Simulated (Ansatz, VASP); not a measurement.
## PbSe: VASP beside Ansatz

```
Pb Se
1.0
     0.00000    3.08527    3.08527
     3.08527    0.00000    3.08527
     3.08527    3.08527    0.00000
Pb Se
1 1
Direct
  0.00000 0.00000 0.00000
  0.50000 0.50000 0.50000
```

Alike in both runs: task single point; functional HSE06; k mesh 6 × 6 × 6; occupations gaussian, width 0.01 eV; no spin polarisation.

```csv
,VASP,Ansatz
version,VASP 6.6.1,Ansatz 0.2.0
potentials or method,"VASP PAW PBE potentials, release 64 (Pb_d, Se)","scalar-relativistic, plane waves, PAW"
plane-wave cutoff (eV),400,420
valence electrons in the cell,20,30
```

```csv
,VASP,Ansatz,Ansatz less VASP
gap on the k mesh at the Fermi level (eV),0.79,0.78,-0.013
least direct gap on the mesh (eV),0.79,0.78,-0.013
```

VASP's potentials hold 20 valence electrons a cell and Ansatz's 30, so a difference there can come from the potentials and not from the codes.

Neither program's run includes spin-orbit coupling.
